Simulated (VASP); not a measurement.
A run of VASP 6.6.1 is set up as follows.

Contents of INCAR:

```
SYSTEM = W3C
PREC = Accurate
ENCUT = 520
EDIFF = 1E-6
ISMEAR = 0
SIGMA = 0.1
LREAL = .False.
LASPH = .True.
NELM = 60
ALGO = Normal
ISIF = 2
LWAVE = .False.
LCHARG = .False.
LDIPOL = .True.
IDIPOL = 3
DIPOL = 0.5 0.5 0.349
GGA = PE
NBANDS = 31
```

The input KPOINTS:

```
Automatic mesh
0
Gamma
  9 9 1
  0 0 0
```

File POSCAR:

```
W3C
1.0
    2.8545944806      0.0000000000      0.0000000000
   -1.4272972403      2.4721513377      0.0000000000
    0.0000000000      0.0000000000     21.6971108210
W C
3 1
Direct
    0.6666666667      0.3333333333      0.1843563428
    0.3333333333      0.6666666667      0.2926027619
    0.0000000000      0.0000000000      0.4008418859
    0.0000000000      0.0000000000      0.5174472728
```

Potentials or basis: VASP PAW PBE potentials, release 64 (W_sv, C).

The run is started by

```sh
$ cat potpaw_PBE.64/W_sv/POTCAR potpaw_PBE.64/C/POTCAR > POTCAR
$ mpirun -np 1 vasp_std > vasp.out
```

Question: Predict the band gap on the k mesh.

Answer: Zero (bands 23 and 24 overlap by 0.71 eV).

Question: What does it give for the largest force?

Answer: 2.878 eV/Å.

Forces in eV/Å, atoms in the order of the input:
```
W    0.000  0.000  0.040
W    0.000  0.000 -0.288
W    0.000  0.000  2.878
C    0.000  0.000 -2.630
```

Caveat: spin-orbit coupling is left out, which moves the levels of the heavy elements.
